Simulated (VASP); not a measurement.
GaN: single point with PBE-based screened hybrid

The system is GaN.

```
Ga N
1.0
     0.00000    2.25350    2.25350
     2.25350    0.00000    2.25350
     2.25350    2.25350    0.00000
Ga N
1 1
Cartesian
  0.0000 0.0000 0.0000
  1.1268 1.1268 1.1268
```

```yaml
Program: VASP 6.6.1
Task: single point
Functional: PBE-based screened hybrid
Potentials_or_basis: VASP PAW PBE potentials, release 64 (Ga_d, N)
Cutoff: 520 eV
k_mesh: 5 × 5 × 5
Occupations: fermi-dirac, width 0.05 eV
Spin: no spin polarisation
Dipole_correction: no
Grid_for_exact_exchange_PRECFOCK: Normal
Share_of_exact_exchange: 0.25
Further_INCAR_settings: ALGO = Normal; EDIFF = 1e-07; NBANDS = 16
Screening_parameter: 0.2 1/Å
```

```json
{
  "Pressure": "-1.4 GPa",
  "Band gap on the k mesh": "3.01 eV, direct"
}
```

Levels at points of the mesh, in eV from the valence-band top:
| k point | band 5 | band 6 | band 7 | band 8 | band 9 | band 10 | band 11 | band 12 | band 13 | band 14 |
| --- | --- | --- | --- | --- | --- | --- | --- | --- | --- | --- |
| (0.00, 0.00, 0.00) | -15.27 | -15.27 | 0.00 | 0.00 | 0.00 | 3.01 | 11.94 | 11.94 | 11.94 | 19.41 |

Run time: 8.3 min on 1 thread of AMD EPYC 7R13 Processor (Zen 3), on a shared host, peak memory 0.22 GiB.

Caveat: the k points lie up to 0.48 Å⁻¹ apart; the PAW data sets were made with another functional, which shifts forces and pressure a little.
